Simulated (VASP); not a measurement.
# NaI (F-43m) in VASP: further runs, part 3 of 3

VASP 6.6.1. Earlier steps stand in the parts before.

**5. Relaxation of cell and atoms, PBEsol**

This run uses another cell than the first one, of 45.92 Å³/atom, 1.032 times its volume.

Input file INCAR:

```
  PREC = Accurate
  ENCUT = 600
  EDIFF = 1E-6
  ISMEAR = -1
  SIGMA = 0.02
  LREAL = False
  LASPH = True
  NELM = 80
  ALGO = Normal
  ISIF = 3
  LWAVE = False
  LCHARG = False
  GGA = PS
  IBRION = 2
  NSW = 80
  EDIFFG = -0.005
```

Input file KPOINTS:

```
regular mesh
0
Gamma
  6 6 6
```

Input file POSCAR:

```
NaI
1.0
    0.0000000000      3.5809730770      3.5809730770
    3.5809730770      0.0000000000      3.5809730770
    3.5809730770      3.5809730770      0.0000000000
Na I
1 1
Direct
    0.0000000000      0.0000000000      0.0000000000
    0.2500000000      0.2500000000      0.2500000000
```

Potentials or basis: VASP PAW PBE potentials, release 64 (Na_pv, I).

The run is started by

```bash
$ cat potpaw_PBE.64/Na_pv/POTCAR potpaw_PBE.64/I/POTCAR > POTCAR
$ mpirun -np 1 vasp_std > vasp.out
```

OUTCAR:

```text
PREC = Accurate
   ENCUT = 600
   EDIFF = 1E-6
   ISMEAR = -1
   LREAL = False
   LASPH = True
   NELM = 80
   ISIF = 3
   GGA = PS
   IBRION = 2
   NSW = 80
   EDIFFG = -0.005

 ion  position               nearest neighbor table
   1  0.000  0.000  0.000-   2 3.10   2 3.10   2 3.10   2 3.10
   2  0.250  0.250  0.250-   1 3.10   1 3.10   1 3.10   1 3.10

  LATTYP: Found a face centered cubic cell.
 ALAT       =     7.1619461540

  Lattice vectors:

 A1 = (   0.0000000000,   3.5809730770,   3.5809730770)
 A2 = (   3.5809730770,   0.0000000000,   3.5809730770)
 A3 = (   3.5809730770,   3.5809730770,   0.0000000000)

Analysis of symmetry for initial positions (statically):
[... 172 lines left out ...]
  Total       -0.2418660     -0.2418660     -0.2418660      0.0000000      0.0000000      0.0000000
  in kB       -4.2194148     -4.2194148     -4.2194148      0.0000000      0.0000000      0.0000000
  external PRESSURE =      -4.2194148 kB  Pullay stress =       0.0000000 kB
[... 95 lines left out ...]
--------------------------------------- Ionic step        4  -------------------------------------------

 number of electron      14.0000003 magnetization

 Free energy of the ion-electron system (eV)
  ---------------------------------------------------
  ext. energy  EPLUGINS =         0.00000000
  ---------------------------------------------------
  free energy    TOTEN  =        -5.49593380 eV

  energy without entropy =       -5.49593380  energy(sigma->0) =       -5.49593380

 E-fermi :  -0.7285     XC(G=0):  -6.6135

 val. band max:       -1.1397503797   @ k =   0.0000   0.0000   0.0000
 cond. band min:       2.5981422815   @ k =   0.0000   0.0000   0.0000
 fundamental gap:      3.7378926611
 Fermi energy:        -0.7284795458

 k-point     1 :       0.0000    0.0000    0.0000
  band No.  band energies     occupation
      1     -23.0508      2.00000
      2     -23.0508      2.00000
      3     -23.0508      2.00000
      4     -11.6158      2.00000
      5      -1.1398      2.00000
      6      -1.1398      2.00000
      7      -1.1398      2.00000
      8       2.5981      0.00000
      9       6.7253      0.00000
     10       6.7253      0.00000
     11       6.7253      0.00000
[... 237 lines left out ...]
  FREE ENERGIE OF THE ION-ELECTRON SYSTEM (eV)
  ---------------------------------------------------
  free  energy   TOTEN  =        -5.4959338032 eV

  energy  without entropy=       -5.4959338031  energy(sigma->0) =       -5.49593380

 reached required accuracy - stopping structural energy minimisation
```

CONTCAR:

```text
NaI
   1.00000000000000
     0.0000000000000000    3.5321267908299885    3.5321267908299885
     3.5321267908299885    0.0000000000000000    3.5321267908299885
     3.5321267908299885    3.5321267908299885    0.0000000000000000
  Na              I
     1     1
Direct
     0.0000000000000000    0.0000000000000000    0.0000000000000000
     0.2500000000000000    0.2500000000000000    0.2500000000000000

  0.00000000E+00  0.00000000E+00  0.00000000E+00
  0.00000000E+00  0.00000000E+00  0.00000000E+00
```

It took 1.9 min on 1 thread of AMD EPYC 7R13 (Zen 3), shared host; peak memory 0.22 GiB.

Results:

* Free energy: -5.4959 eV
* Relaxed volume: 44.07 Å³/atom
* Relaxed cell: a = 4.995 Å, b = 4.995 Å, c = 4.995 Å, α = 60.00°, β = 60.00°, γ = 60.00°
* Space group after relaxing (to 0.05 Å): F-43m (No. 216)
* Energy gained by relaxing: 2.5 meV/atom
* Ionic steps: 4
* Pressure after relaxing: 0.0 GPa
* Band gap on the k mesh: 3.74 eV, direct

Step by step:
```tsv
step	energy change (eV)	largest force (eV/Å)	pressure (GPa)	volume (Å³)
1	0.0000	0.0000	-0.42	91.84
2	-0.0033	0.0000	-0.25	90.24
3	-0.0050	0.0000	0.04	87.84
4	-0.0050	0.0000	0.00	88.13
```

Final structure:
```cif
data_structure
_symmetry_space_group_name_H-M 'P 1'
_symmetry_Int_Tables_number 1
_cell_length_a 4.9952
_cell_length_b 4.9952
_cell_length_c 4.9952
_cell_angle_alpha 60.000
_cell_angle_beta 60.000
_cell_angle_gamma 60.000
_cell_volume 88.13
loop_
_atom_site_label
_atom_site_type_symbol
_atom_site_fract_x
_atom_site_fract_y
_atom_site_fract_z
_atom_site_occupancy
Na1 Na 0.00000 0.00000 0.00000 1
I1 I 0.25000 0.25000 0.25000 1
```

Caveat: the PAW data sets were made with another functional, which shifts forces and pressure a little; spin-orbit coupling is left out, which moves the levels of the heavy elements.

**6. Relaxation of cell and atoms, LDA**

This run uses another cell than the first one, of 45.92 Å³/atom, 1.032 times its volume.

Input file INCAR:

```
SYSTEM = NaI
PREC = Accurate
ENCUT = 600
EDIFF = 1E-7
ISMEAR = -1
SIGMA = 0.02
LREAL = .False.
LASPH = .True.
NELM = 60
ALGO = Normal
ISIF = 3
LWAVE = .False.
LCHARG = .False.
IBRION = 2
NSW = 80
EDIFFG = -0.005
```

Input file KPOINTS:

```
Automatic mesh
0
Gamma
  6 6 6
  0 0 0
```

POSCAR is that of step 5.

Potentials or basis: VASP PAW LDA potentials, release 64 (Na_pv, I).

The run is started by

```bash
$ cat potpaw_LDA.64/Na_pv/POTCAR potpaw_LDA.64/I/POTCAR > POTCAR
$ mpirun -np 1 vasp_std > vasp.out
```

Run time: 2.6 min. Hardware: 1 thread of AMD EPYC 7R13 (Zen 3), shared host; peak memory 0.17 GiB.

The run converged. Its results:

```yaml
Free_energy: -5.7872 eV
Relaxed_volume: 40.89 Å³/atom
Relaxed_cell: a = 4.872 Å, b = 4.872 Å, c = 4.872 Å, α = 60.00°, β = 60.00°, γ = 60.00°
Space_group_after_relaxing_to_0.05_Å: F-43m (No. 216)
Energy_gained_by_relaxing: 21.0 meV/atom
Ionic_steps: 4
Pressure_after_relaxing: 0.0 GPa
Band_gap_on_the_k_mesh: 3.64 eV, direct
```

Step by step:
```csv
step,energy change (eV),largest force (eV/Å),pressure (GPa),volume (Å³)
1,0.0000,0.0000,-1.21,91.84
2,-0.0282,0.0000,-0.76,87.31
3,-0.0419,0.0000,-0.09,82.39
4,-0.0420,0.0000,0.02,81.77
```

Final structure:
```
CELL_PARAMETERS angstrom
0.00000 3.44499 3.44499
3.44499 0.00000 3.44499
3.44499 3.44499 0.00000
ATOMIC_POSITIONS crystal
Na 0.00000 0.00000 0.00000
I 0.25000 0.25000 0.25000
```

Levels at points of the mesh, in eV from the valence-band top:
| k point | band 3 | band 4 | band 5 | band 6 | band 7 | band 8 | band 9 | band 10 | band 11 |
| --- | --- | --- | --- | --- | --- | --- | --- | --- | --- |
| (0.00, 0.00, 0.00) | -21.92 | -10.62 | 0.00 | 0.00 | 0.00 | 3.64 | 7.86 | 7.86 | 7.86 |
| (0.50, 0.00, 0.00) | -21.92 | -10.45 | -1.47 | -0.16 | -0.16 | 5.29 | 7.57 | 7.57 | 7.70 |
| (0.50, 0.50, 0.00) | -21.92 | -10.39 | -1.35 | -0.48 | -0.48 | 4.86 | 6.05 | 9.27 | 10.55 |

Caveat: spin-orbit coupling is left out, which moves the levels of the heavy elements. A hybrid or GW would open this gap; LDA tends to underestimate it.

**7. The runs side by side**

```csv
task,level,potentials or basis,cell,cutoff (eV),smearing,gap on the mesh (eV),pressure (GPa),relaxed volume (Å³/atom)
single point,r2SCAN,"VASP PAW PBE potentials, release 64 (Na_pv, I)","a = 5.011 Å, angles 60.0°, 2 atoms",520,fermi-dirac 0.02 eV,4.42,-0.1,-
single point,r2SCAN,"VASP PAW PBE potentials, release 64 (Na_pv, I)","a = 5.011 Å, angles 60.0°, 2 atoms",520,gaussian 0.01 eV,4.42,-0.1,-
relaxation of cell and atoms,PBE,"VASP PAW PBE potentials, release 64 (Na_pv, I)","relaxed from a = 4.726 Å, angles 60.0°, 2 atoms",600,fermi-dirac 0.02 eV,3.76,0.0,46.07
relaxation of cell and atoms,PBEsol,"VASP PAW PBE potentials, release 64 (Na_pv, I)","relaxed from a = 5.064 Å, angles 60.0°, 2 atoms",600,fermi-dirac 0.02 eV,3.74,0.0,44.07
relaxation of cell and atoms,LDA,"VASP PAW LDA potentials, release 64 (Na_pv, I)","relaxed from a = 5.064 Å, angles 60.0°, 2 atoms",600,fermi-dirac 0.02 eV,3.64,0.0,40.89
```

Alike in all rows: no spin polarisation; k mesh 6 × 6 × 6.

Caveats: spin-orbit coupling is left out, which moves the levels of the heavy elements; the PAW data sets were made with another functional, which shifts forces and pressure a little (some runs); the volume moved by over 15 % at a fixed basis, so the end points are rough (some runs).

Total energies depend on the potentials used, so only differences within one code and one set of settings carry meaning.
